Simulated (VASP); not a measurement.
# H2CO2 in VASP: single point with PBE+D3(BJ)

Aim: the single point of H2CO2 with PBE+D3(BJ).

Everything below comes from runs of VASP 6.6.1. Logs are shortened: lines on timing, memory, paths and dates and some standing lists are left out, and cuts for length are marked.

## Step 1: The cell of the first run

The cell holds a disordered packing, 30 atoms: a = 7.230 Å, b = 7.230 Å, c = 7.230 Å, α = 90.00°, β = 90.00°, γ = 90.00°.

## Step 2: Single point, PBE+D3(BJ)

INCAR reads:

```
SYSTEM = H2CO2
PREC     = Accurate       ! precision mode
ENCUT    = 1000           ! plane-wave cutoff, eV
EDIFF    = 1E-6           ! SCF threshold, eV
ISMEAR   = -1             ! smearing method
SIGMA    = 0.05           ! smearing width, eV
LREAL    = Auto         
LASPH    = .True.         ! aspherical terms in the spheres
NELM     = 120            ! most SCF steps
ALGO     = Normal         ! electronic algorithm
ISIF     = 2              ! what is computed and relaxed
LWAVE    = .False.        ! write WAVECAR
LCHARG   = .False.        ! write CHGCAR
GGA      = PE             ! functional
IVDW     = 12             ! dispersion correction
NBANDS   = 75             ! bands
GGA_COMPAT= .False.
```

KPOINTS reads:

```
Automatic mesh
0
Gamma
  1 1 1
  0 0 0
```

POSCAR reads:

```
H2CO2
1.0
    7.2304270000      0.0000000000      0.0000000000
    0.0000000000      7.2304270000      0.0000000000
    0.0000000000      0.0000000000      7.2304270000
O C H
12 6 12
Direct
    0.3618735104      0.1966965436      0.8897261531
    0.3343094398      0.3111296193      0.6054829127
    0.8095372514      0.2270128721      0.3397724643
    0.9873967333      0.4825164544      0.2939937019
    0.3847352307      0.7953195572      0.6628515854
    0.6483849432      0.7830796162      0.4963468962
    1.0414184390      0.4932073860      0.8613460865
    0.7807422715      0.4034339881      0.7142455072
    0.3686089355      0.6406537263      0.0453500187
    0.5289590781      0.3991603815      0.1652461189
    0.7670224732      0.9140400698      1.0330648522
    0.9781441677      0.9934682972      0.8131055054
    0.4214273929      0.2108865770      0.7249779301
    0.9653095177      0.3242685391      0.3458993501
    0.4881177834      0.8209473659      0.5016577859
    0.8629919091      0.4375398576      0.8563947883
    0.4230455546      0.5417384063      0.1725209313
    0.9330707578      0.9689054326      0.9732896826
    0.2664849531      0.2927904535      0.9185073025
    0.5476716659      0.1359117518      0.6893368815
    0.7067217469      0.3050165640      0.2825974178
    1.0766307439      0.2374963470      0.4042914755
    0.2556695476      0.8315276539      0.6433644929
   -0.6229230998      2.8919453858      1.3686743535
    1.0802681501      0.5113944170      0.7327368079
    0.8039497529      0.4290064750      0.9971195339
    0.4065596679      0.3398554470     -0.5076463672
    0.3700749624      0.5748761449      0.3155000389
    0.6889081378      0.8766840465      0.9284652207
    1.0253336352      0.9897064171      1.0930889697
```

Potentials or basis: VASP PAW PBE potentials, release 64 (O_h, C_h, H_h).

Command:

```sh
> cat potpaw_PBE.64/O_h/POTCAR potpaw_PBE.64/C_h/POTCAR potpaw_PBE.64/H_h/POTCAR > POTCAR
> mpirun -np 1 vasp_gam > vasp.out
```

OUTCAR:

```text
SYSTEM = H2CO2
   PREC = Accurate
   ENCUT = 1000
   EDIFF = 1E-6
   ISMEAR = -1
   LREAL = Auto
   LASPH = .True.
   NELM = 120
   ISIF = 2
   GGA = PE
   IVDW = 12
 IVDW          = 12

 ion  position               nearest neighbor table
   1  0.362  0.197  0.890-  19 1.00  13 1.27
   2  0.334  0.311  0.605-  27 0.99  13 1.29
   3  0.810  0.227  0.340-  21 1.02  14 1.33
   4  0.987  0.483  0.294-  14 1.21
   5  0.385  0.795  0.663-  23 0.98  15 1.40
   6  0.648  0.783  0.496-  15 1.19
   7  0.041  0.493  0.861-  25 0.98  16 1.35
   8  0.781  0.403  0.714-  16 1.21
   9  0.369  0.641  0.045-  17 1.23
  10  0.529  0.399  0.165-  17 1.29
  11  0.767  0.914  0.033-  29 0.98  18 1.34
  12  0.978  0.993  0.813-  18 1.22
  13  0.421  0.211  0.725-  20 1.09   1 1.27   2 1.29
  14  0.965  0.324  0.346-  22 1.10   4 1.21   3 1.33
  15  0.488  0.821  0.502-   6 1.19   5 1.40
  16  0.863  0.438  0.856-  26 1.11   8 1.21   7 1.35
  17  0.423  0.542  0.173-  28 1.13   9 1.23  10 1.29
  18  0.933  0.969  0.973-  30 1.10  12 1.22  11 1.34
  19  0.266  0.293  0.919-   1 1.00
  20  0.548  0.136  0.689-  13 1.09
  21  0.707  0.305  0.283-   3 1.02
  22  0.077  0.237  0.404-  14 1.10
  23  0.256  0.832  0.643-   5 0.98
  24  0.377  0.892  0.369-
  25  0.080  0.511  0.733-   7 0.98
  26  0.804  0.429  0.997-  16 1.11
  27  0.407  0.340  0.492-   2 0.99
  28  0.370  0.575  0.316-  17 1.13
  29  0.689  0.877  0.928-  11 0.98
  30  0.025  0.990  0.093-  18 1.10

  LATTYP: Found a simple cubic cell.
 ALAT       =     7.2304270000

  Lattice vectors:

 A1 = (   7.2304270000,   0.0000000000,   0.0000000000)
 A2 = (   0.0000000000,   7.2304270000,   0.0000000000)
 A3 = (   0.0000000000,   0.0000000000,   7.2304270000)

Analysis of symmetry for initial positions (statically):
=====================================================================
 Subroutine PRICEL returns:
 Original cell was already a primitive cell.

 Routine SETGRP: Setting up the symmetry group for a
 simple cubic supercell.

 Subroutine GETGRP returns: Found  1 space group operations
 (whereof  1 operations were pure point group operations)
 out of a pool of 48 trial point group operations.

The static configuration has the point symmetry C_1 .

Analysis of symmetry for dynamics (positions and initial velocities):
=====================================================================
 Subroutine PRICEL returns:
 Original cell was already a primitive cell.

 Routine SETGRP: Setting up the symmetry group for a
 simple cubic supercell.

 Subroutine GETGRP returns: Found  1 space group operations
 (whereof  1 operations were pure point group operations)
 out of a pool of 48 trial point group operations.

The dynamic configuration has the point symmetry C_1 .

 Subroutine INISYM returns: Found  1 space group operations
 (whereof  1 operations are pure point group operations),
 and found     1 'primitive' translations

----------------------------------------------------------------------------------------

                                     Primitive cell

  volume of cell :     378.0000

  direct lattice vectors                    reciprocal lattice vectors
     7.230427000  0.000000000  0.000000000     0.138304418  0.000000000  0.000000000
     0.000000000  7.230427000  0.000000000     0.000000000  0.138304418  0.000000000
     0.000000000  0.000000000  7.230427000     0.000000000  0.000000000  0.138304418

  length of vectors
     7.230427000  7.230427000  7.230427000     0.138304418  0.138304418  0.138304418

  position of ions in fractional coordinates (direct lattice)
     0.361873510  0.196696544  0.889726153
     0.334309440  0.311129619  0.605482913
     0.809537251  0.227012872  0.339772464
     0.987396733  0.482516454  0.293993702
     0.384735231  0.795319557  0.662851585
     0.648384943  0.783079616  0.496346896
[... 22 lines left out ...]
     0.688908138  0.876684047  0.928465221
     0.025333635  0.989706417  0.093088970

  ion indices of the primitive-cell ions
   primitive index   ion index
                 1           1
                 2           2
                 3           3
                 4           4
                 5           5
                 6           6
[... 22 lines left out ...]
                29          29
                30          30

----------------------------------------------------------------------------------------

 KPOINTS: Automatic mesh

Automatic generation of k-mesh.
 Grid dimensions read from file:
 generate k-points for:    1    1    1

 Generating k-lattice:

  Cartesian coordinates                     Fractional coordinates (reciprocal lattice)
     0.138304418  0.000000000  0.000000000     1.000000000  0.000000000  0.000000000
     0.000000000  0.138304418  0.000000000     0.000000000  1.000000000  0.000000000
     0.000000000  0.000000000  0.138304418     0.000000000  0.000000000  1.000000000

  Length of vectors
     0.138304418  0.138304418  0.138304418

  Shift w.r.t. Gamma in fractional coordinates (k-lattice)
     0.000000000  0.000000000  0.000000000

 Subroutine IBZKPT returns following result:
 ===========================================

 Found      1 irreducible k-points:

 Following reciprocal coordinates:
            Coordinates               Weight
  0.000000  0.000000  0.000000      1.000000
   k-points           NKPTS =      1   k-points in BZ     NKDIM =      1   number of bands    NBANDS=     75
   number of dos      NEDOS =    301   number of ions     NIONS =     30
   total plane-waves  NPLWV = 512000
   dimension x,y,z NGX =    80 NGY =   80 NGZ =   80
   dimension x,y,z NGXF=   160 NGYF=  160 NGZF=  160
   ions per type =              12   6  12
   NGX,Y,Z   is equivalent  to a cutoff of  18.39, 18.39, 18.39 a.u.
   NGXF,Y,Z  is equivalent  to a cutoff of  36.79, 36.79, 36.79 a.u.
 SYSTEM =  H2CO2
   PREC   = accura    normal or accurate (medium, high low for compatibility)
   ISTART =      0    job   : 0-new  1-cont  2-samecut
   ICHARG =      2    charge: 1-file 2-atom 10-const
   ISPIN  =      1    spin polarized calculation?
   LNONCOLLINEAR =      F non collinear calculations
   LSORBIT =      F    spin-orbit coupling
   LASPH  =      T    aspherical Exc in radial PAW
   ENCUT  = 1000.0 eV  73.50 Ry    8.57 a.u.  18.64 18.64 18.64*2*pi/ulx,y,z
   NELM   =    120;   NELMIN=  2; NELMDL= -5     # of ELM steps
   EDIFF  = 0.1E-05   stopping-criterion for ELM
   LREAL  =      T    real-space projection
   EDIFFG = 0.1E-04   stopping-criterion for IOM
   NSW    =      0    number of steps for IOM
   IBRION =     -1    ionic relax: 0-MD 1-quasi-New 2-CG
   NFREE  =      0    steps in history (QN), initial steepest desc. (CG)
   ISIF   =      2    stress and relaxation
   ISYM   =      2    0-nonsym 1-usesym 2-fastsym
   POTIM  = 0.5000    time-step for ionic-motion
   TEBEG  =    0.0;   TEEND  =   0.0 temperature during run
   PSTRESS=    0.0 pullay stress
   NELECT =     108.0000    total number of electrons
   NUPDOWN=      -1.0000    fix difference up-down
   EMIN   =  10.00;   EMAX   =-10.00  energy-range for DOS
   EFERMI =   0.00;   METHOD = LEGACY
   ISMEAR =    -1;   SIGMA  =   0.05  broadening in eV -4-tet -1-fermi 0-gaus
   EFERMI_NEDOS =   21; number of points for ismear=-14 and -15
   IALGO  =     38    algorithm
   IMIX   =      4    mixing-type and parameters
     AMIX     =   0.40;   BMIX     =  1.00
     AMIX_MAG =   1.60;   BMIX_MAG =  1.00
  volume/ion in A,a.u.               =      12.60        85.03
  Fermi-wavevector in a.u.,A,eV,Ry     =   1.078248  2.037594 15.818399  1.162620
  Thomas-Fermi vector in A             =   2.214182
   LORBIT       =      0    0 simple, 1 ext, 2 COOP (PROOUT), +10 PAW based schemes
   GGA     = PE    functional components
   LHFCALC =     F    Hartree Fock is set to
   AEXX    =    0.0000 exact exchange contribution
   IVDW    =    12    specifies the selected vdW correction
   LEPSILON=     F    determine dielectric tensor
   LRPA    =     F    only Hartree local field effects (RPA)
 non-spin polarized calculation
  energy-cutoff  :     1000.00
  volume of cell :      378.00
 maximum number of plane-waves:     13601
 NGX is ok and might be reduce to    80
   NGX = 37   NGY = 37   NGZ = 37

 number of electron     107.9999998 magnetization

 Free energy of the ion-electron system (eV)
  ---------------------------------------------------
  ext. energy  EPLUGINS =         0.00000000
  ---------------------------------------------------
  free energy    TOTEN  =      -178.69819759 eV

  energy without entropy =     -178.69819639  energy(sigma->0) =     -178.69819699

 E-fermi :  -0.4736     XC(G=0):  -7.0844

 val. band max:       -1.2128980021   @ k =   0.0000   0.0000   0.0000
 cond. band min:       0.2655401079   @ k =   0.0000   0.0000   0.0000
 fundamental gap:      1.4784381099
 Fermi energy:        -0.4736304215

 k-point     1 :       0.0000    0.0000    0.0000
  band No.  band energies     occupation
      1     -26.6706      2.00000
      2     -24.6964      2.00000
      3     -23.9355      2.00000
      4     -23.7083      2.00000
      5     -23.5600      2.00000
      6     -23.0416      2.00000
[... 58 lines left out ...]
     65       4.5085      0.00000
     66       5.6271      0.00000
 [bands above 66 left out]

------------------------ aborting loop because EDIFF is reached ----------------------------------------

 Edisp (eV)   -1.37725

 E8    (eV) :    -0.3197

  FORCE on cell =-STRESS in cart. coord.  units (eV):
  Direction    XX          YY          ZZ          XY          YZ          ZX
  --------------------------------------------------------------------------------------
  -------------------------------------------------------------------------------------
  Total      -5.02201    -1.17248    -3.50889     1.80009     1.96223    -0.75726
  in kB     -21.28610    -4.96962   -14.87264     7.62980     8.31704    -3.20968
  external pressure =      -13.71 kB  Pullay stress =        0.00 kB

 VOLUME and BASIS-vectors are now :
 -----------------------------------------------------------------------------
  energy-cutoff  :     1000.00
  volume of cell :      378.00
      direct lattice vectors                 reciprocal lattice vectors
     7.230427000  0.000000000  0.000000000     0.138304418  0.000000000  0.000000000
     0.000000000  7.230427000  0.000000000     0.000000000  0.138304418  0.000000000
     0.000000000  0.000000000  7.230427000     0.000000000  0.000000000  0.138304418

 POSITION                                       TOTAL-FORCE (eV/Angst)
 -----------------------------------------------------------------------------------
      2.61650      1.42220      6.43310        -0.030921      0.252051     -0.274682
      2.41720      2.24960      4.37790         0.187034      0.236642      0.185675
      5.85330      1.64140      2.45670        -0.299471      0.137743     -0.264327
      7.13930      3.48880      2.12570         0.131525     -0.003530      0.067468
      2.78180      5.75050      4.79270         0.510180      0.204067     -0.802055
      4.68810      5.66200      3.58880        -0.192598      0.277244     -0.251050
[... 22 lines left out ...]
      4.98110      6.33880      6.71320        -0.007981      0.007225     -0.009088
      0.18317      7.15600      0.67307         0.001097      0.005876      0.034450
 -----------------------------------------------------------------------------------
    total drift:                                0.004389     -0.002971     -0.001184

  FREE ENERGIE OF THE ION-ELECTRON SYSTEM (eV)
  ---------------------------------------------------
  free  energy   TOTEN  =      -180.0754505619 eV

  energy  without entropy=     -180.0754493622  energy(sigma->0) =     -180.07544996
```

Wall time 63 s (1 thread of AMD EPYC 9R45 (Zen 5), shared host); peak memory 0.88 GiB.

What came out:

```yaml
Free_energy: -180.0755 eV
Pressure: -1.4 GPa
Largest_force: 3.406 eV/Å
Dispersion_energy_per_atom: -0.046 eV
```

Forces in eV/Å, atoms in the order of the input:
```
O   -0.031  0.252 -0.275
O    0.187  0.237  0.186
O   -0.299  0.138 -0.264
O    0.132 -0.004  0.067
O    0.510  0.204 -0.802
O   -0.193  0.277 -0.251
O    0.034 -0.108 -0.102
O   -0.216 -0.045  0.042
O    0.069  0.250 -0.329
O   -0.025 -0.160  0.316
O    0.013 -0.187 -0.065
O    0.076 -0.043 -0.093
C    0.160  0.228  0.080
C   -0.307  0.062  0.051
C   -2.780  0.929 -1.156
C   -0.095 -0.077  0.049
C    0.210 -0.431  0.531
C   -0.055 -0.080  0.038
H   -0.021 -0.061 -0.036
H    0.039  0.027 -0.026
H   -0.026 -0.005  0.007
H    0.108 -0.099  0.091
H    0.049  0.050 -0.034
H    2.320 -1.233  2.167
H    0.031  0.002 -0.048
H    0.013  0.002 -0.035
H    0.135 -0.165 -0.207
H   -0.031  0.026  0.071
H   -0.008  0.007 -0.009
H    0.001  0.006  0.034
```

Stress tensor (GPa, compression positive):
```
-2.13  0.76 -0.32
 0.76 -0.50  0.83
-0.32  0.83 -1.49
```

Caveat: the k points lie up to 0.87 Å⁻¹ apart, too coarse for converged energies, forces and pressures; the atoms stand as in a frame of molecular dynamics.
